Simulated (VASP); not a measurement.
CoSi2 (MoSi2 type), 3 atoms in the cell. The structure is tetragonal, space group I4/mmm (No. 139). Conventional cell: a = 2.923 Å, b = 2.923 Å, c = 6.708 Å, α = 90.00°, β = 90.00°, γ = 90.00°. Within 3.0 Å of Co (site symmetry 4/mmm) lie 10 Si at 2.25 to 2.34 Å and 4 Co at 2.92 Å. Within 2.9 Å of Si (site symmetry 4mm) lie 5 Si at 2.21 to 2.36 Å and 5 Co at 2.25 to 2.34 Å. 

| Property | Result |
| --- | --- |
| Program | VASP 6.6.1 |
| Task | relaxation of cell and atoms |
| Functional | PBE |
| Potentials or basis | VASP PAW PBE potentials, release 64 (Co, Si) |
| Cutoff | 600 eV |
| k mesh | 16 × 16 × 16 |
| Occupations | fermi-dirac, width 0.1 eV |
| Spin | no spin polarisation |
| Target pressure | 66 GPa |
| Dipole correction | no |
| Further INCAR settings | ALGO = Normal; EDIFF = 1e-07; IBRION = 2; EDIFFG = -0.005; NSW = 32; ISIF = 3 |

Potentials or basis: VASP PAW PBE potentials, release 64 (Co, Si).

Run with:

```bash
$ cat potpaw_PBE.64/Co/POTCAR potpaw_PBE.64/Si/POTCAR > POTCAR
$ mpirun -np 1 vasp_std > vasp.out
```

Hardware: 1 thread of Intel(R) Xeon(R) 6975P-C (Granite Rapids), on a shared host.

Problem. How long does it take, and how much memory?

Solution. Run time: 3.2 min on 1 thread of Intel(R) Xeon(R) 6975P-C (Granite Rapids) (shared host), peak memory 0.31 GiB. Counts: scf iterations 36, k points 349, ion steps 5.
